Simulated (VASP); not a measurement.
Set up this calculation in VASP 6.6.1, as the native input.

```
Task                   : single point
Functional             : PBE
Potentials or basis    : VASP PAW PBE potentials, release 64 (K_sv, I)
Cutoff                 : 520 eV
k mesh                 : 4 × 4 × 6
Occupations            : gaussian, width 0.02 eV
Spin                   : no spin polarisation
Dipole correction      : no
Further INCAR settings : ALGO = Normal; EDIFF = 1e-06; NBANDS = 24
```

The structure of KI lies in POSCAR:

```
KI
1.0
    6.1440828087      0.0000000000      0.0000000000
    0.0000000000      6.1440828087      0.0000000000
    0.0000000000      0.0000000000      4.3380515977
K I
2 2
Direct
    0.0000000000      0.0000000000      0.0000000000
    0.5000000000      0.5000000000      0.0000000000
    0.5000000000      0.0000000000      0.5137520455
    0.0000000000      0.5000000000      0.4862479545
```

One way to write it, as run:

INCAR

```
SYSTEM = KI
ALGO = Normal
EDIFF = 1E-6
ENCUT = 520
GGA = PE
ISIF = 2
ISMEAR = 0
LASPH = .TRUE.
LCHARG = .TRUE.
LELF = .TRUE.
LREAL = .FALSE.
LVHAR = .TRUE.
LWAVE = .FALSE.
NBANDS = 24
NELM = 60
PREC = Accurate
SIGMA = 0.02
```

KPOINTS

```
k-points
0
G
  4 4 6
  0 0 0
```

Potentials or basis: VASP PAW PBE potentials, release 64 (K_sv, I).

Launch:

```console
$ cat potpaw_PBE.64/K_sv/POTCAR potpaw_PBE.64/I/POTCAR > POTCAR
$ mpirun -np 1 vasp_std > vasp.out
```

It gave:

```json
{"Pressure": "0.0 GPa", "Band gap on the k mesh": "3.24 eV"}
```

Caveat: spin-orbit coupling is left out, which moves the levels of the heavy elements.

Run time: 79 s on 1 thread of Intel(R) Xeon(R) Platinum 8488C (Sapphire Rapids), on a shared host, peak memory 0.28 GiB.
